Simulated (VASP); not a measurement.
Set up this calculation in VASP 6.6.1, as the native input.

```
Task                   : relaxation of cell and atoms
Functional             : PBE
Potentials or basis    : VASP PAW PBE potentials, release 64 (Mg, B)
Cutoff                 : 600 eV
k mesh                 : 15 × 15 × 12
Occupations            : gaussian, width 0.1 eV
Spin                   : no spin polarisation
Dipole correction      : no
Further INCAR settings : ALGO = Normal; EDIFF = 1e-06; IBRION = 2; EDIFFG = -0.005; NSW = 100; ISIF = 3
```

The structure of MgB2 lies in POSCAR:

```
MgB2
1.0
    3.0850000000      0.0000000000      0.0000000000
   -1.5425000000      2.6716883707      0.0000000000
    0.0000000000      0.0000000000      3.5230000000
Mg B
1 2
Direct
    0.0000000000      0.0000000000      0.0000000000
    0.3333333333      0.6666666667      0.5000000000
    0.6666666667      0.3333333333      0.5000000000
```

These files were run (other wordings do the same):

INCAR

```
SYSTEM = MgB2
PREC = Accurate ; ENCUT = 600
EDIFF = 1E-6 ; ISMEAR = 0
SIGMA = 0.1 ; LREAL = .FALSE.
LASPH = .TRUE. ; NELM = 100
ALGO = Normal ; ISIF = 3
LWAVE = .FALSE. ; LCHARG = .FALSE.
GGA = PE ; IBRION = 2
NSW = 100 ; EDIFFG = -0.005
```

KPOINTS

```
Automatic mesh
0
G
  15 15 12
  0 0 0
```

Potentials or basis: VASP PAW PBE potentials, release 64 (Mg, B).

Run with:

```console
$ cat potpaw_PBE.64/Mg/POTCAR potpaw_PBE.64/B/POTCAR > POTCAR
$ mpirun -np 1 vasp_std > vasp.out
```

It gave:

```yaml
Relaxed_volume: 9.61 Å³/atom
Relaxed_cell: a = 3.072 Å, b = 3.072 Å, c = 3.527 Å, α = 90.00°, β = 90.00°, γ = 120.00°
Space_group_after_relaxing_to_0.05_Å: P6/mmm (No. 191)
Energy_gained_by_relaxing: 0.5 meV/atom
Ionic_steps: 5
Pressure_after_relaxing: 0.0 GPa
Band_gap_on_the_k_mesh: zero (band 4 reaches 7.09 eV, above the bottom of band 5 at 3.31 eV)
```

It took 86 s on 1 thread of AMD EPYC 7R13 Processor (Zen 3) (shared host), peak memory 0.18 GiB.
